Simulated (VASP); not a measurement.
# LaSc3F2 (P1) in VASP: single point with PBE

Aim: the single point of LaSc3F2 with PBE.

Everything below comes from runs of VASP 6.6.1. Logs are shortened: lines on timing, memory, paths and dates and some standing lists are left out, and cuts for length are marked.

**1. The cell of the first run**

The typed cell holds 12 atoms: a = 5.098 Å, b = 5.103 Å, c = 10.214 Å, α = 88.53°, β = 88.59°, γ = 88.64°.

**2. Single point, PBE**

Input file INCAR:

```
PREC = Accurate ; ENCUT = 520
EDIFF = 1E-6 ; ISMEAR = 0
SIGMA = 0.2 ; LREAL = False
LASPH = True ; NELM = 80
ALGO = Normal ; ISIF = 2
LWAVE = False ; LCHARG = False
GGA = PE ; NBANDS = 70
```

Input file KPOINTS:

```
Automatic mesh
0
Gamma
  4 4 2
```

Input file POSCAR:

```
LaSc3F2
1.0
    3.5617921745      2.0545669188      3.0139494655
   -3.5655573678      2.0545268208      3.0183587145
   -0.0038204097     -8.2348551675      6.0434095848
La Sc F
2 6 4
Direct
    0.4999848448      0.4998987336      0.2499536518
    0.5000343416      0.5000191206      0.7500735187
    0.9996523686      0.0007482723      0.2503952528
    0.9997198833      1.0007875048      0.7502084633
    0.5003422804      0.0007227176     -0.0002280290
    0.5003840428      0.0006948115      0.4997805741
    0.9997487362      0.4990672998      0.9997981064
    0.9997779380      0.4990333294      0.4997469379
    0.2261086036      0.2256917518      0.1130593382
    0.2263845486      0.2259600729      0.6130780409
    0.7737945139      0.7735419603      0.3870559537
    0.7740678982      0.7738344253      0.8870781912
```

Potentials or basis: VASP PAW PBE potentials, release 64 (La, Sc_sv, F).

Command:

```console
> cat potpaw_PBE.64/La/POTCAR potpaw_PBE.64/Sc_sv/POTCAR potpaw_PBE.64/F/POTCAR > POTCAR
> mpirun -np 1 vasp_std > vasp.out
```

OUTCAR:

```text
PREC = Accurate
   ENCUT = 520
   EDIFF = 1E-6
   ISMEAR = 0
   LREAL = False
   LASPH = True
   NELM = 80
   ISIF = 2
   GGA = PE

 ion  position               nearest neighbor table
   1  0.500  0.500  0.250-  11 2.48   9 2.48
   2  0.500  0.500  0.750-  10 2.48  12 2.48
   3  1.000  0.001  0.250-   9 2.13  11 2.13
   4  1.000  0.001  0.750-  10 2.13  12 2.13
   5  0.500  0.001  1.000-   9 2.13  12 2.13
   6  0.500  0.001  0.500-  10 2.13  11 2.13
   7  1.000  0.499  1.000-  12 2.13   9 2.13
   8  1.000  0.499  0.500-  11 2.13  10 2.13
   9  0.226  0.226  0.113-   3 2.13   7 2.13   5 2.13   1 2.48
  10  0.226  0.226  0.613-   4 2.13   8 2.13   6 2.13   2 2.48
  11  0.774  0.774  0.387-   3 2.13   8 2.13   6 2.13   1 2.48
  12  0.774  0.774  0.887-   4 2.13   7 2.13   5 2.13   2 2.48

  LATTYP: Found a triclinic cell.
 ALAT       =     5.0981859616
 B/A-ratio  =     2.2151419535
 C/A-ratio  =     2.0035523656
 COS(alpha) =     0.0106424866
 COS(beta)  =     0.0246155432
 COS(gamma) =     0.8921329379

  Lattice vectors:

 A1 = (  -3.5617921745,  -2.0545669188,  -3.0139494655)
 A2 = ( -10.6891417168,  -2.0546070168,  -3.0095402165)
 A3 = (   0.0038204097,   8.2348551675,  -6.0434095848)

Analysis of symmetry for initial positions (statically):
=====================================================================
 Subroutine PRICEL returns:
 Original cell was already a primitive cell.

 Routine SETGRP: Setting up the symmetry group for a
 triclinic supercell.

 Subroutine GETGRP returns: Found  1 space group operations
 (whereof  1 operations were pure point group operations)
 out of a pool of  2 trial point group operations.

The static configuration has the point symmetry C_1 .

Analysis of symmetry for dynamics (positions and initial velocities):
=====================================================================
 Subroutine PRICEL returns:
 Original cell was already a primitive cell.

 Routine SETGRP: Setting up the symmetry group for a
 triclinic supercell.

 Subroutine GETGRP returns: Found  1 space group operations
 (whereof  1 operations were pure point group operations)
 out of a pool of  2 trial point group operations.

The dynamic configuration has the point symmetry C_1 .

 Subroutine INISYM returns: Found  1 space group operations
 (whereof  1 operations are pure point group operations),
 and found     1 'primitive' translations

----------------------------------------------------------------------------------------

                                     Primitive cell

  volume of cell :     265.5226

  direct lattice vectors                    reciprocal lattice vectors
     3.561792174  2.054566919  3.013949466     0.140372582  0.081110202  0.110610912
    -3.565557368  2.054526821  3.018358715    -0.140236747  0.081111299  0.110435016
    -0.003820410 -8.234855167  6.043409585     0.000034573 -0.080961755  0.055149631

  length of vectors
     5.098185962  5.103407600 10.214482544     0.196260287  0.196064481  0.097960649

  position of ions in fractional coordinates (direct lattice)
     0.499984845  0.499898734  0.249953652
     0.500034342  0.500019121  0.750073519
     0.999652369  0.000748272  0.250395253
     0.999719883  0.000787505  0.750208463
     0.500342280  0.000722718  0.999771971
     0.500384043  0.000694811  0.499780574
     0.999748736  0.499067300  0.999798106
     0.999777938  0.499033329  0.499746938
     0.226108604  0.225691752  0.113059338
     0.226384549  0.225960073  0.613078041
     0.773794514  0.773541960  0.387055954
     0.774067898  0.773834425  0.887078191

  ion indices of the primitive-cell ions
   primitive index   ion index
                 1           1
                 2           2
                 3           3
                 4           4
                 5           5
                 6           6
                 7           7
                 8           8
                 9           9
                10          10
                11          11
                12          12

----------------------------------------------------------------------------------------

 KPOINTS: Automatic mesh

Automatic generation of k-mesh.
 Grid dimensions read from file:
 generate k-points for:    4    4    2

 Generating k-lattice:

  Cartesian coordinates                     Fractional coordinates (reciprocal lattice)
     0.035093146  0.020277550  0.027652728     0.250000000  0.000000000 -0.000000000
    -0.035059187  0.020277825  0.027608754    -0.000000000  0.250000000  0.000000000
     0.000017287 -0.040480877  0.027574815     0.000000000  0.000000000  0.500000000

  Length of vectors
     0.049065072  0.049016120  0.048980324

  Shift w.r.t. Gamma in fractional coordinates (k-lattice)
     0.000000000  0.000000000  0.000000000

 Subroutine IBZKPT returns following result:
 ===========================================

 Found     20 irreducible k-points:

 Following reciprocal coordinates:
            Coordinates               Weight
  0.000000  0.000000  0.000000      1.000000
  0.250000  0.000000  0.000000      2.000000
  0.500000  0.000000  0.000000      1.000000
 -0.000000  0.250000  0.000000      2.000000
  0.250000  0.250000  0.000000      2.000000
  0.500000  0.250000  0.000000      2.000000
[... 12 lines left out ...]
  0.250000  0.500000  0.500000      2.000000
  0.500000  0.500000  0.500000      1.000000
   k-points           NKPTS =     20   k-points in BZ     NKDIM =     20   number of bands    NBANDS=     70
   number of dos      NEDOS =    301   number of ions     NIONS =     12
   total plane-waves  NPLWV = 128000
   dimension x,y,z NGX =    40 NGY =   40 NGZ =   80
   dimension x,y,z NGXF=    80 NGYF=   80 NGZF=  160
   ions per type =               2   6   4
   NGX,Y,Z   is equivalent  to a cutoff of  13.04, 13.03, 13.02 a.u.
   NGXF,Y,Z  is equivalent  to a cutoff of  26.09, 26.06, 26.04 a.u.
 SYSTEM =  unknown system
   PREC   = accura    normal or accurate (medium, high low for compatibility)
   ISTART =      0    job   : 0-new  1-cont  2-samecut
   ICHARG =      2    charge: 1-file 2-atom 10-const
   ISPIN  =      1    spin polarized calculation?
   LNONCOLLINEAR =      F non collinear calculations
   LSORBIT =      F    spin-orbit coupling
   LASPH  =      T    aspherical Exc in radial PAW
   ENCUT  =  520.0 eV  38.22 Ry    6.18 a.u.   9.48  9.49 18.99*2*pi/ulx,y,z
   NELM   =     80;   NELMIN=  2; NELMDL= -5     # of ELM steps
   EDIFF  = 0.1E-05   stopping-criterion for ELM
   LREAL  =      F    real-space projection
   EDIFFG = 0.1E-04   stopping-criterion for IOM
   NSW    =      0    number of steps for IOM
   IBRION =     -1    ionic relax: 0-MD 1-quasi-New 2-CG
   NFREE  =      0    steps in history (QN), initial steepest desc. (CG)
   ISIF   =      2    stress and relaxation
   ISYM   =      2    0-nonsym 1-usesym 2-fastsym
   POTIM  = 0.5000    time-step for ionic-motion
   TEBEG  =    0.0;   TEEND  =   0.0 temperature during run
   PSTRESS=    0.0 pullay stress
   NELECT =     116.0000    total number of electrons
   NUPDOWN=      -1.0000    fix difference up-down
   EMIN   =  10.00;   EMAX   =-10.00  energy-range for DOS
   EFERMI =   0.00;   METHOD = LEGACY
   ISMEAR =     0;   SIGMA  =   0.20  broadening in eV -4-tet -1-fermi 0-gaus
   EFERMI_NEDOS =   21; number of points for ismear=-14 and -15
   IALGO  =     38    algorithm
   IMIX   =      4    mixing-type and parameters
     AMIX     =   0.40;   BMIX     =  1.00
     AMIX_MAG =   1.60;   BMIX_MAG =  1.00
  volume/ion in A,a.u.               =      22.13       149.32
  Fermi-wavevector in a.u.,A,eV,Ry     =   1.242206  2.347429 20.994824  1.543076
  Thomas-Fermi vector in A             =   2.376571
   LORBIT       =      0    0 simple, 1 ext, 2 COOP (PROOUT), +10 PAW based schemes
   GGA     = PE    functional components
   LHFCALC =     F    Hartree Fock is set to
   AEXX    =    0.0000 exact exchange contribution
   IVDW    =     0    specifies the selected vdW correction
   LEPSILON=     F    determine dielectric tensor
   LRPA    =     F    only Hartree local field effects (RPA)
 non-spin polarized calculation
 Gauss-broadening in eV      SIGMA  =   0.20
  energy-cutoff  :      520.00
  volume of cell :      265.52
 maximum number of plane-waves:      7188
 NGX is ok and might be reduce to    40
   NGX = 19   NGY = 19   NGZ = 37

 number of electron     116.0000057 magnetization

 Free energy of the ion-electron system (eV)
  ---------------------------------------------------
  ext. energy  EPLUGINS =         0.00000000
  ---------------------------------------------------
  free energy    TOTEN  =       -73.57816704 eV

  energy without entropy =      -73.31828127  energy(sigma->0) =      -73.44822416

 E-fermi :   5.0820     XC(G=0):  -9.6536

 val. band max:        5.0802897759   @ k =   0.5000   0.0000   0.0000
 cond. band min:       5.0840172398   @ k =   0.5000   0.2500   0.5000
 fundamental gap:      0.0037274639
 Fermi energy:         5.0819839544

 k-point     1 :       0.0000    0.0000    0.0000
  band No.  band energies     occupation
      1     -45.1965      2.00000
      2     -45.1888      2.00000
      3     -45.1821      2.00000
      4     -45.1745      2.00000
      5     -45.1742      2.00000
      6     -45.1736      2.00000
[... 62 lines left out ...]
     69       6.8093      0.00000
     70       6.9388      0.00000

 k-point     2 :       0.2500    0.0000    0.0000
  band No.  band energies     occupation
      1     -45.1937      2.00000
      2     -45.1871      2.00000
      3     -45.1820      2.00000
      4     -45.1768      2.00000
      5     -45.1757      2.00000
      6     -45.1744      2.00000
[... 1306 lines left out ...]
 k-point    20 :       0.5000    0.5000    0.5000
  band No.  band energies     occupation
      1     -45.1867      2.00000
      2     -45.1863      2.00000
      3     -45.1800      2.00000
      4     -45.1798      2.00000
      5     -45.1786      2.00000
      6     -45.1780      2.00000
[... 62 lines left out ...]
     69       6.2139      0.00000
     70       6.2225      0.00000

------------------------ aborting loop because EDIFF is reached ----------------------------------------

  FORCE on cell =-STRESS in cart. coord.  units (eV):
  Direction    XX          YY          ZZ          XY          YZ          ZX
  --------------------------------------------------------------------------------------
  -------------------------------------------------------------------------------------
  Total        0.3321169      0.3846189     -0.1148882     -0.0150268      0.0794233      0.0537809
  in kB        2.0040108      2.3208108     -0.6932416     -0.0906724      0.4792444      0.3245170
  external PRESSURE =       1.2105266 kB  Pullay stress =       0.0000000 kB

 VOLUME and BASIS-vectors are now :
 -----------------------------------------------------------------------------
  energy-cutoff  :      520.00
  volume of cell :      265.52
      direct lattice vectors                 reciprocal lattice vectors
     3.561792174  2.054566919  3.013949466     0.140372582  0.081110202  0.110610912
    -3.565557368  2.054526821  3.018358715    -0.140236747  0.081111299  0.110435016
    -0.003820410 -8.234855167  6.043409585     0.000034573 -0.080961755  0.055149631

 POSITION                                       TOTAL-FORCE (eV/Angst)
 -----------------------------------------------------------------------------------
     -0.00253     -0.00402      4.52638        -0.000859      0.000610      0.000703
     -0.00469     -4.12209      7.54932         0.000094      0.000482     -0.000441
      3.55693     -0.00658      4.52840         0.001651      0.001337     -0.001492
      3.55512     -4.12225      7.54930         0.001349     -0.000917     -0.001157
      1.77572     -7.20351      7.55222         0.001107     -0.000826     -0.000826
      1.77788     -3.08612      4.53061        -0.000207     -0.001176     -0.000718
      1.77762     -5.15379     10.56175        -0.001440      0.000635      0.000999
      1.77976     -1.03596      7.53972        -0.000241     -0.000512      0.001794
      0.00020     -0.00278      2.04596         0.000586      0.001204      0.034020
     -0.00168     -4.11925      5.06942        -0.000549      0.000914      0.033076
     -0.00349     -0.00827      7.00614        -0.000408     -0.000313     -0.032356
     -0.00547     -4.12472     10.02969        -0.001083     -0.001437     -0.033602
 -----------------------------------------------------------------------------------
    total drift:                               -0.000682      0.000170     -0.000017

  FREE ENERGIE OF THE ION-ELECTRON SYSTEM (eV)
  ---------------------------------------------------
  free  energy   TOTEN  =       -73.5781670403 eV

  energy  without entropy=      -73.3182812731  energy(sigma->0) =      -73.44822416
```

It took 21 min on 1 thread of Intel Xeon 8259CL, shared host; peak memory 0.55 GiB.

What came out:

* Free energy: -73.5782 eV
* Pressure: 0.1 GPa
* Largest force: 0.034 eV/Å
* Band gap on the k mesh: zero (bands 58 and 59 overlap by 0.72 eV)

Forces in eV/Å, atoms in the order of the input:
```
La  -0.001  0.001  0.001
La   0.000  0.000  0.000
Sc   0.002  0.001 -0.001
Sc   0.001 -0.001 -0.001
Sc   0.001 -0.001 -0.001
Sc   0.000 -0.001 -0.001
Sc  -0.001  0.001  0.001
Sc   0.000 -0.001  0.002
F    0.001  0.001  0.034
F   -0.001  0.001  0.033
F    0.000  0.000 -0.032
F   -0.001 -0.001 -0.034
```

Levels at points of the mesh, in eV from the Fermi level:
```tsv
k point	band 54	band 55	band 56	band 57	band 58	band 59	band 60	band 61
(0.00, 0.00, 0.00)	-0.84	-0.84	-0.62	-0.39	-0.29	0.00	0.16	0.25
(0.50, 0.00, 0.00)	-0.79	-0.62	-0.30	0.00	0.16	0.24	0.25	0.28
(0.00, 0.50, 0.00)	-0.80	-0.62	-0.29	0.00	0.16	0.25	0.25	0.28
(0.50, 0.50, 0.00)	-0.82	-0.79	0.17	0.24	0.40	0.45	0.51	0.62
(0.00, 0.00, 0.50)	-1.03	-0.66	-0.66	-0.55	-0.55	-0.29	-0.29	0.79
(0.50, 0.00, 0.50)	-0.66	-0.31	-0.31	0.01	0.01	0.07	0.07	0.29
(0.00, 0.50, 0.50)	-0.66	-0.31	-0.31	0.01	0.01	0.07	0.07	0.29
(0.50, 0.50, 0.50)	-1.14	-0.08	-0.08	0.43	0.43	0.57	0.57	0.69
```

Caveat: spin-orbit coupling is left out, which moves the levels of the heavy elements.
